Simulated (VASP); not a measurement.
**MgS: single point with PBEsol**

The system is MgS.

```
CELL_PARAMETERS angstrom
0.00000 2.83000 2.83000
2.83000 0.00000 2.83000
2.83000 2.83000 0.00000
ATOMIC_POSITIONS crystal
Mg 0.00000 0.00000 0.00000
S 0.25000 0.25000 0.25000
```

```yaml
Program: VASP 6.6.1
Task: single point
Functional: PBEsol
Potentials_or_basis: VASP PAW PBE potentials, release 64 (Mg, S)
Cutoff: 600 eV
k_mesh: 8 × 8 × 8
Occupations: gaussian, width 0.02 eV
Spin: no spin polarisation
```

```json
{"Pressure": "-0.3 GPa", "Band gap on the k mesh": "3.30 eV"}
```

Levels at points of the mesh, in eV from the valence-band top:
```
           k point  band 1  band 2  band 3  band 4  band 5  band 6  band 7  band 8  band 9
(0.00, 0.00, 0.00)  -11.27    0.00    0.00    0.00    3.30    7.88    7.88    7.88   10.79
(0.50, 0.00, 0.00)  -10.58   -3.19   -0.33   -0.33    5.00    7.54    7.54    8.43   12.72
(0.50, 0.50, 0.00)  -10.35   -2.85   -1.05   -1.05    3.71    5.55   11.04   12.17   12.17
```

Wall time 18 s on 1 thread of Intel Xeon 8259CL, on a shared host, peak memory 0.18 GiB.

Caveat: the PAW data sets were made with another functional, which shifts forces and pressure a little. A k mesh can miss the band edges.
